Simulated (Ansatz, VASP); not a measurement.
**One calculation of BeS4, two programs**

File INCAR:

```
  PREC = Accurate
  ENCUT = 520
  EDIFF = 1E-7
  ISMEAR = 0
  SIGMA = 0.1
  LREAL = F
  LASPH = T
  NELM = 60
  ALGO = Normal
  ISIF = 2
  LWAVE = F
  LCHARG = T
  GGA = PE
  LELF = T
  LVHAR = T
  NBANDS = 21
```

KPOINTS

```
regular mesh
0
Gamma
  4 4 4
```

The input POSCAR:

```
BeS4
1.0
   -2.9612045700      2.9612045700      2.9612045700
    2.9612045700     -2.9612045700      2.9612045700
    2.9612045700      2.9612045700     -2.9612045700
Be S
1 4
Direct
    0.0000000000      0.0000000000      0.0000000000
    0.0000000000      0.0000000000      0.5000000000
    0.0000000000      0.5000000000      0.0000000000
    0.5000000000      0.0000000000      0.0000000000
    0.5000000000      0.5000000000      0.5000000000
```

Input for Ansatz:

```yaml
crystal:
  lattice:
    - [-2.96120457, 2.96120457, 2.96120457]
    - [2.96120457, -2.96120457, 2.96120457]
    - [2.96120457, 2.96120457, -2.96120457]
  atoms:
    - { symbol: Be, position: [0.0, 0.0, 0.0] }
    - { symbol: S, position: [0.0, 0.0, 0.5] }
    - { symbol: S, position: [0.0, 0.5, 0.0] }
    - { symbol: S, position: [0.5, 0.0, 0.0] }
    - { symbol: S, position: [0.5, 0.5, 0.5] }
basis:
  ecutwfc: 420
kpoints:
  mp_grid: { grid: [4, 4, 4] }
hamiltonian:
  xc: pbe
scf:
  occupations: { method: gaussian, width: 0.1 }
  lower_state_search: "off"
output:
  forces: true
  stress: true
  eigenvalues: true
```

Change from the starting cell: species swapped into the CrGa4 type (Im-3m, No. 229).

Alike in both runs: task single point; functional PBE; k mesh 4 × 4 × 4; occupations gaussian, width 0.1 eV; no spin polarisation.

|  | VASP | Ansatz |
| --- | --- | --- |
| version | VASP 6.6.1 | Ansatz 0.2.0 |
| potentials or method | VASP PAW PBE potentials, release 64 (Be, S), cutoff 520 eV | scalar-relativistic, plane waves, PAW |
| valence electrons in the cell | 26 | 26 |

|  | VASP | Ansatz | Ansatz less VASP |
| --- | --- | --- | --- |
| gap on the k mesh at the Fermi level (eV) | none | none | - |
| pressure (GPa) | -10.8 | -10.7 | +0.06 |

A gap of «none» marks a metal or a gap that the smearing closes. With one functional, cell and mesh, what is left measures potentials, basis and numerics.

The k mesh is coarse, so the values compare programs but aren't converged.
